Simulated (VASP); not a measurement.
# Ni (Fm-3m) in VASP: a series of runs

Ni is run at these levels: r2SCAN; tasks: single point.

All numbers are computed with VASP 6.6.1; they aren't measurements. Logs are shortened: lines on timing, memory, paths and dates and some standing lists are left out, and cuts for length are marked.

**1. The cell of the first run**

Symmetry: Fm-3m, No. 225, cubic system. Conventional cell: a = 3.534 Å, b = 3.534 Å, c = 3.534 Å, α = 90.00°, β = 90.00°, γ = 90.00°. Within 3.3 Å of Ni (site symmetry m-3m) lie 12 Ni at 2.50 Å.

**2. Single point, r2SCAN, collinear spin, antiferromagnetic start**

Input file POSCAR:

```
Ni
1.0
    0.0000000000      3.5338000000      3.5338000000
    1.7669000000      0.0000000000      1.7669000000
    1.7669000000      1.7669000000      0.0000000000
Ni
2
Direct
    0.0000000000      0.0000000000      0.0000000000
    0.5000000000      0.0000000000      0.0000000000
```

Input file INCAR.step1:

```
  PREC = Accurate
  ENCUT = 520
  ISMEAR = -1
  SIGMA = 0.1
  LREAL = F
  LASPH = T
  NELM = 150
  ISPIN = 2
  MAGMOM = 2 -2
  LMAXMIX = 4
  NBANDS = 21
  GGA = PE
  ALGO = Normal
  EDIFF = 1E-4
  LWAVE = T
  LCHARG = F
```

Input file INCAR.step2:

```
  PREC = Accurate
  ENCUT = 520
  EDIFF = 1E-6
  ISMEAR = -1
  SIGMA = 0.1
  LREAL = F
  LASPH = T
  NELM = 150
  ALGO = Normal
  ISIF = 2
  LWAVE = F
  LCHARG = F
  ISPIN = 2
  MAGMOM = 2 -2
  LORBIT = 11
  LMAXMIX = 4
  METAGGA = R2SCAN
  LMIXTAU = T
  NBANDS = 21
  ISTART = 1
```

Input file KPOINTS:

```
Automatic mesh
0
Gamma
  6 12 12
```

Potentials or basis: VASP PAW PBE potentials, release 64 (Ni).

On the command line:

```console
$ cat potpaw_PBE.64/Ni/POTCAR > POTCAR
$ cp INCAR.step1 INCAR
$ mpirun -np 1 vasp_std > vasp.out
$ cp INCAR.step2 INCAR
$ mpirun -np 1 vasp_std > vasp.out
```

OUTCAR:

```text
PREC = Accurate
   ENCUT = 520
   EDIFF = 1E-6
   ISMEAR = -1
   LREAL = F
   LASPH = T
   NELM = 150
   ISIF = 2
   ISPIN = 2
   LORBIT = 11
   METAGGA = R2SCAN
   ISTART = 1

 ion  position               nearest neighbor table
   1  0.000  0.000  0.000-   2 2.50   2 2.50   2 2.50   2 2.50   2 2.50   2 2.50
   2  0.500  0.000  0.000-   1 2.50   1 2.50   1 2.50   1 2.50   1 2.50   1 2.50

  LATTYP: Found a trigonal (rhomboedric) cell.
 ALAT       =     4.3280034265
 COS(alpha) =     0.8333333333

  Lattice vectors:

 A1 = (   1.7669000000,  -1.7669000000,  -3.5338000000)
 A2 = (   3.5338000000,  -1.7669000000,  -1.7669000000)
 A3 = (   1.7669000000,  -3.5338000000,  -1.7669000000)

Analysis of symmetry for initial positions (statically):
=====================================================================
 Subroutine PRICEL returns following result:

  LATTYP: Found a face centered cubic cell.
 ALAT       =     3.5338000000
[... 12 lines left out ...]
 Subroutine GETGRP returns: Found 12 space group operations
 (whereof 12 operations were pure point group operations)
 out of a pool of 12 trial point group operations.

The static configuration has the point symmetry D_3d.

Analysis of symmetry for dynamics (positions and initial velocities):
=====================================================================
 Subroutine PRICEL returns following result:

  LATTYP: Found a face centered cubic cell.
 ALAT       =     3.5338000000
[... 12 lines left out ...]
 Subroutine GETGRP returns: Found 12 space group operations
 (whereof 12 operations were pure point group operations)
 out of a pool of 12 trial point group operations.

The dynamic configuration has the point symmetry D_3d.

Analysis of structural, dynamic, and magnetic symmetry:
=====================================================================
 Subroutine PRICEL returns following result:

  LATTYP: Found a face centered cubic cell.
 ALAT       =     3.5338000000
[... 12 lines left out ...]
 Subroutine GETGRP returns: Found 12 space group operations
 (whereof 12 operations were pure point group operations)
 out of a pool of 12 trial point group operations.

The overall configuration has the point symmetry D_3d.

 Subroutine INISYM returns: Found 12 space group operations
 (whereof 12 operations are pure point group operations),
 and found     2 'primitive' translations

----------------------------------------------------------------------------------------

                                     Primitive cell

  volume of cell :      11.0323

  direct lattice vectors                    reciprocal lattice vectors
     0.000000000  1.766900000  1.766900000    -0.282981493  0.282981493  0.282981493
     1.766900000  0.000000000  1.766900000     0.282981493 -0.282981493  0.282981493
     1.766900000  1.766900000  0.000000000     0.282981493  0.282981493 -0.282981493

  length of vectors
     2.498773943  2.498773943  2.498773943     0.490138323  0.490138323  0.490138323

  position of ions in fractional coordinates (direct lattice)
     0.000000000  0.000000000  0.000000000

  ion indices of the primitive-cell ions
   primitive index   ion index
                 1           1

----------------------------------------------------------------------------------------

 KPOINTS: Automatic mesh

Automatic generation of k-mesh.
 Grid dimensions read from file:
 generate k-points for:    6   12   12

 Generating k-lattice:

  Cartesian coordinates                     Fractional coordinates (reciprocal lattice)
    -0.023581791  0.023581791  0.023581791     0.166666667  0.000000000  0.000000000
     0.023581791 -0.023581791  0.023581791     0.000000000  0.083333333  0.000000000
     0.023581791  0.023581791 -0.023581791     0.000000000  0.000000000  0.083333333

  Length of vectors
     0.040844860  0.040844860  0.040844860

  Shift w.r.t. Gamma in fractional coordinates (k-lattice)
     0.000000000  0.000000000  0.000000000

 -----------------------------------------------------------------------------
|                                                                             |
|           W    W    AA    RRRRR   N    N  II  N    N   GGGG   !!!           |
|           W    W   A  A   R    R  NN   N  II  NN   N  G    G  !!!           |
[... 13 lines left out ...]
 -----------------------------------------------------------------------------

 Subroutine IBZKPT returns following result:
 ===========================================

 Found     98 irreducible k-points:

 Following reciprocal coordinates:
            Coordinates               Weight
  0.000000  0.000000  0.000000      1.000000
  0.166667  0.000000  0.000000      2.000000
  0.333333  0.000000  0.000000      2.000000
  0.500000  0.000000  0.000000      1.000000
  0.000000  0.083333  0.000000      6.000000
  0.166667  0.083333  0.000000      6.000000
[... 16 lines left out ...]
  0.000000  0.333333  0.000000      6.000000
  0.166667  0.333333  0.000000      6.000000
 [... further k-points ...]
   k-points           NKPTS =     98   k-points in BZ     NKDIM =     98   number of bands    NBANDS=     21
   number of dos      NEDOS =    301   number of ions     NIONS =      2
   total plane-waves  NPLWV =  16000
   dimension x,y,z NGX =    40 NGY =   20 NGZ =   20
   dimension x,y,z NGXF=    80 NGYF=   40 NGZF=   40
   ions per type =               2
   NGX,Y,Z   is equivalent  to a cutoff of  13.31, 13.31, 13.31 a.u.
   NGXF,Y,Z  is equivalent  to a cutoff of  26.61, 26.61, 26.61 a.u.
 SYSTEM =  unknown system
   PREC   = accura    normal or accurate (medium, high low for compatibility)
   ISTART =      1    job   : 0-new  1-cont  2-samecut
   ICHARG =      0    charge: 1-file 2-atom 10-const
   ISPIN  =      2    spin polarized calculation?
   LNONCOLLINEAR =      F non collinear calculations
   LSORBIT =      F    spin-orbit coupling
   LASPH  =      T    aspherical Exc in radial PAW
   ENCUT  =  520.0 eV  38.22 Ry    6.18 a.u.   9.29  4.65  4.65*2*pi/ulx,y,z
   NELM   =    150;   NELMIN=  2; NELMDL=  0     # of ELM steps
   EDIFF  = 0.1E-05   stopping-criterion for ELM
   LREAL  =      F    real-space projection
[... 7 lines left out ...]
   TEBEG  =    0.0;   TEEND  =   0.0 temperature during run
   PSTRESS=    0.0 pullay stress
   NELECT =      20.0000    total number of electrons
   NUPDOWN=      -1.0000    fix difference up-down
   EMIN   =  10.00;   EMAX   =-10.00  energy-range for DOS
   EFERMI =   0.00;   METHOD = LEGACY
   ISMEAR =    -1;   SIGMA  =   0.10  broadening in eV -4-tet -1-fermi 0-gaus
   EFERMI_NEDOS =   21; number of points for ismear=-14 and -15
   IALGO  =     38    algorithm
   IMIX   =      4    mixing-type and parameters
     AMIX     =   0.40;   BMIX     =  1.00
     AMIX_MAG =   1.60;   BMIX_MAG =  1.00
  volume/ion in A,a.u.               =      11.03        74.45
  Fermi-wavevector in a.u.,A,eV,Ry     =   1.584356  2.993999 34.153140  2.510185
  Thomas-Fermi vector in A             =   2.683986
   LORBIT       =     11    0 simple, 1 ext, 2 COOP (PROOUT), +10 PAW based schemes
   METAGGA = R2SCAN    functional components
   LHFCALC =     F    Hartree Fock is set to
   AEXX    =    0.0000 exact exchange contribution
   IVDW    =     0    specifies the selected vdW correction
   LEPSILON=     F    determine dielectric tensor
   LRPA    =     F    only Hartree local field effects (RPA)
 spin polarized calculation
  energy-cutoff  :      520.00
  volume of cell :       22.06
 maximum number of plane-waves:       609
 NGX is ok and might be reduce to    40
   NGX = 19   NGY =  9   NGZ =  9

 number of electron      20.0000020 magnetization      -0.0000000

 number of electron      20.0000020 magnetization       0.0000000

 Free energy of the ion-electron system (eV)
  ---------------------------------------------------
  ext. energy  EPLUGINS =         0.00000000
  ---------------------------------------------------
  free energy    TOTEN  =       -23.71222792 eV

  energy without entropy =      -23.54936545  energy(sigma->0) =      -23.63079668

 E-fermi :   8.7925     XC(G=0): -14.2574

 val. band max:        8.7793671838   @ k =   0.3333  -0.4167   0.2500
 cond. band min:       8.7966868486   @ k =   0.5000   0.5000   0.0000
 fundamental gap:      0.0173196648
 Fermi energy:         8.7924719742

 spin component 1

 k-point     1 :       0.0000    0.0000    0.0000
  band No.  band energies     occupation
      1      -0.2785      1.00000
      2       4.3214      1.00000
      3       6.8499      1.00000
      4       6.8500      1.00000
      5       6.9404      1.00000
      6       6.9404      1.00000
[... 565 lines left out ...]
     20      35.4834      0.00000
     21      39.7084      0.00000

 [... further k-points ...]

 spin component 2

 k-point     1 :       0.0000    0.0000    0.0000
  band No.  band energies     occupation
      1      -0.2785      1.00000
      2       4.3214      1.00000
      3       6.8499      1.00000
      4       6.8500      1.00000
      5       6.9404      1.00000
      6       6.9404      1.00000
[... 565 lines left out ...]
     20      35.4834      0.00000
     21      39.7084      0.00000

 [... further k-points ...]

------------------------ aborting loop because EDIFF is reached ----------------------------------------

  FORCE on cell =-STRESS in cart. coord.  units (eV):
  Direction    XX          YY          ZZ          XY          YZ          ZX
  --------------------------------------------------------------------------------------
  -------------------------------------------------------------------------------------
  Total       -1.5153719     -1.5153719     -1.5153719      0.0001356     -0.0001356      0.0001356
  in kB     -110.0357785   -110.0357785   -110.0357785      0.0098474     -0.0098474      0.0098474
  external PRESSURE =    -110.0357785 kB  Pullay stress =       0.0000000 kB

 VOLUME and BASIS-vectors are now :
 -----------------------------------------------------------------------------
  energy-cutoff  :      520.00
  volume of cell :       22.06
      direct lattice vectors                 reciprocal lattice vectors
     0.000000000  3.533800000  3.533800000    -0.141490747  0.141490747  0.141490747
     1.766900000  0.000000000  1.766900000     0.282981493 -0.282981493  0.282981493
     1.766900000  1.766900000  0.000000000     0.282981493  0.282981493 -0.282981493

 POSITION                                       TOTAL-FORCE (eV/Angst)
 -----------------------------------------------------------------------------------
      0.00000      0.00000      0.00000        -0.000000     -0.000000     -0.000000
      0.00000      1.76690      1.76690         0.000000      0.000000      0.000000
 -----------------------------------------------------------------------------------
    total drift:                               -0.000000     -0.000000     -0.000000

  FREE ENERGIE OF THE ION-ELECTRON SYSTEM (eV)
  ---------------------------------------------------
  free  energy   TOTEN  =       -23.7122279207 eV

  energy  without entropy=      -23.5493654472  energy(sigma->0) =      -23.63079668

 total charge

# of ion       s       p       d       tot
------------------------------------------
    1        0.500   0.492   8.336   9.328
    2        0.500   0.492   8.336   9.328
--------------------------------------------------
tot          0.999   0.984  16.672  18.655

 magnetization (x)

# of ion       s       p       d       tot
------------------------------------------
    1       -0.000  -0.000   0.001   0.001
    2        0.000   0.000  -0.001  -0.001
--------------------------------------------------
tot          0.000   0.000   0.000   0.000
```

Wall time 2.4 min (1 thread of Intel Xeon 6975P-C (Granite Rapids), shared host); peak memory 0.2 GiB.

Results:

| Item | Value |
| --- | --- |
| Free energy | -23.7122 eV |
| Pressure | -11.0 GPa |
| Band gap on the k mesh | zero (filled and empty bands overlap) |
| Net moment | 0.00 μB per cell |
| Valence electrons inside the program's atomic spheres | Ni 9.33 |

Levels at points of the mesh, in eV from the Fermi level:
Spin up:
| k point | band 8 | band 9 | band 10 | band 11 | band 12 | band 13 |
| --- | --- | --- | --- | --- | --- | --- |
| (0.00, 0.00, 0.00) | -0.83 | -0.83 | -0.13 | -0.05 | -0.05 | 6.24 |
| (0.50, 0.00, 0.00) | -1.67 | -0.71 | -0.71 | -0.71 | -0.71 | 15.12 |
| (0.00, 0.50, 0.00) | -0.05 | -0.05 | 0.16 | 0.16 | 2.71 | 6.24 |
| (0.50, 0.50, 0.00) | -1.07 | 0.00 | 0.01 | 2.66 | 2.66 | 9.03 |
Spin down:
```
           k point  band 7  band 8  band 9  band 10  band 11  band 12  band 13  band 14
(0.00, 0.00, 0.00)   -1.85   -0.83   -0.83    -0.13    -0.05    -0.05     6.24    23.12
(0.50, 0.00, 0.00)   -1.67   -1.67   -0.71    -0.71    -0.71    -0.71    15.12    15.12
(0.00, 0.50, 0.00)   -0.12   -0.05   -0.05     0.16     0.16     2.71     6.24     9.76
(0.50, 0.50, 0.00)   -1.07   -1.07    0.00     0.01     2.66     2.66     9.03     9.03
```

Caveat: the cell stands under tension; the PAW data sets were made with another functional, which shifts forces and pressure a little.

**3. Single point, r2SCAN, collinear spin, ferromagnetic start**

POSCAR is that of step 2.

Input file INCAR.step1:

```
SYSTEM = Ni
  PREC = Accurate
  ENCUT = 520
  ISMEAR = -1
  SIGMA = 0.1
  LREAL = .FALSE.
  LASPH = .TRUE.
  NELM = 150
  ISPIN = 2
  MAGMOM = 2 2
  LMAXMIX = 4
  NBANDS = 21
  GGA = PE
  ALGO = Normal
  EDIFF = 1E-4
  LWAVE = .TRUE.
  LCHARG = .FALSE.
```

Input file INCAR.step2:

```
SYSTEM = Ni
  PREC = Accurate
  ENCUT = 520
  EDIFF = 1E-7
  ISMEAR = -1
  SIGMA = 0.1
  LREAL = .FALSE.
  LASPH = .TRUE.
  NELM = 150
  ALGO = Normal
  ISIF = 2
  LWAVE = .FALSE.
  LCHARG = .FALSE.
  ISPIN = 2
  MAGMOM = 2 2
  LORBIT = 11
  LMAXMIX = 4
  METAGGA = R2SCAN
  LMIXTAU = .TRUE.
  NBANDS = 21
  ISTART = 1
```

Input file KPOINTS:

```
regular mesh
0
G
  6 12 12
  0 0 0
```

Potentials or basis: VASP PAW PBE potentials, release 64 (Ni).

On the command line:

```console
$ cat potpaw_PBE.64/Ni/POTCAR > POTCAR
$ cp INCAR.step1 INCAR
$ mpirun -np 1 vasp_std > vasp.out
$ cp INCAR.step2 INCAR
$ mpirun -np 1 vasp_std > vasp.out
```

It took 2.2 min on 1 thread of Intel Xeon 6975P-C (Granite Rapids), shared host; peak memory 0.2 GiB.

The run converged. Its results:

```yaml
Free_energy: -23.9066 eV
Pressure: -8.7 GPa
Net_moment: 1.47 μB per cell
Site_moments: Ni +0.76 μB
Valence_electrons_inside_the_program's_atomic_spheres: Ni 9.32
```

Levels at points of the mesh, in eV from the Fermi level:
Spin up:
```csv
k point,band 8,band 9,band 10,band 11,band 12,band 13,band 14,band 15
"(0.00, 0.00, 0.00)",-1.63,-1.63,-1.05,-1.05,-0.36,5.55,22.88,24.43
"(0.50, 0.00, 0.00)",-2.65,-1.59,-1.59,-1.59,-1.59,14.68,14.68,24.51
"(0.00, 0.50, 0.00)",-0.98,-0.98,-0.94,-0.36,2.49,5.55,9.24,15.29
"(0.50, 0.50, 0.00)",-1.97,-1.01,-1.01,2.05,2.05,8.53,8.53,14.84
```
Spin down:
```
           k point  band 5  band 6  band 7  band 8  band 9  band 10  band 11  band 12  band 13  band 14
(0.00, 0.00, 0.00)   -1.55   -1.55   -1.55   -0.86   -0.86    -0.59     0.20     0.20     6.25    22.75
(0.50, 0.00, 0.00)   -1.52   -1.52   -1.52   -1.52   -0.58    -0.58    -0.58    -0.58    14.90    14.90
(0.00, 0.50, 0.00)   -1.89   -0.59   -0.13    0.20    0.20     0.56     0.56     2.23     6.25     9.58
(0.50, 0.50, 0.00)   -1.80   -1.80   -1.02   -1.02    0.29     0.29     2.59     2.59     8.84     8.84
```

Caveat: the cell stands under tension; the PAW data sets were made with another functional, which shifts forces and pressure a little.

**4. Single point, r2SCAN, collinear spin**

POSCAR is that of step 3.

Input file INCAR.step1:

```
SYSTEM = Ni
PREC = Accurate
ENCUT = 520
ISMEAR = -1
SIGMA = 0.1
LREAL = .False.
LASPH = .True.
NELM = 150
ISPIN = 2
MAGMOM = 2 0
LMAXMIX = 4
NBANDS = 21
GGA = PE
ALGO = Normal
EDIFF = 1E-4
LWAVE = .True.
LCHARG = .False.
```

Input file INCAR.step2:

```
SYSTEM = Ni
PREC = Accurate
ENCUT = 520
EDIFF = 1E-7
ISMEAR = -1
SIGMA = 0.1
LREAL = .False.
LASPH = .True.
NELM = 150
ALGO = Normal
ISIF = 2
LWAVE = .False.
LCHARG = .False.
ISPIN = 2
MAGMOM = 2 0
LORBIT = 11
LMAXMIX = 4
METAGGA = R2SCAN
LMIXTAU = .True.
NBANDS = 21
ISTART = 1
```

Input file KPOINTS:

```
regular mesh
0
Gamma
  6 12 12
  0 0 0
```

On the command line:

```console
$ cat potpaw_PBE.64/Ni/POTCAR > POTCAR
$ cp INCAR.step1 INCAR
$ mpirun -np 1 vasp_std > vasp.out
$ cp INCAR.step2 INCAR
$ mpirun -np 1 vasp_std > vasp.out
```

It took 2.5 min on 1 thread of Intel Xeon 6975P-C (Granite Rapids), shared host; peak memory 0.21 GiB.

The run converged. Its results:

```
Free energy                                           : -23.9066 eV
Pressure                                              : -8.7 GPa
Net moment                                            : 1.47 μB per cell
Site moments                                          : Ni +0.76 μB
Valence electrons inside the program's atomic spheres : Ni 9.32
```

Levels at points of the mesh, in eV from the Fermi level:
Spin up:
```tsv
k point	band 9	band 10	band 11	band 12	band 13	band 14
(0.00, 0.00, 0.00)	-1.63	-1.05	-1.05	-0.36	5.55	22.88
(0.50, 0.00, 0.00)	-1.59	-1.59	-1.59	-1.59	14.68	14.68
(0.00, 0.50, 0.00)	-0.98	-0.94	-0.36	2.49	5.55	9.24
(0.50, 0.50, 0.00)	-1.01	-1.01	2.05	2.05	8.53	8.53
```
Spin down:
```csv
k point,band 7,band 8,band 9,band 10,band 11,band 12
"(0.00, 0.00, 0.00)",-1.55,-0.86,-0.86,-0.59,0.20,0.20
"(0.50, 0.00, 0.00)",-1.52,-1.52,-0.58,-0.58,-0.58,-0.58
"(0.00, 0.50, 0.00)",-0.13,0.20,0.20,0.56,0.56,2.23
"(0.50, 0.50, 0.00)",-1.02,-1.02,0.29,0.29,2.59,2.59
```

Caveat: the cell stands under tension; the PAW data sets were made with another functional, which shifts forces and pressure a little.
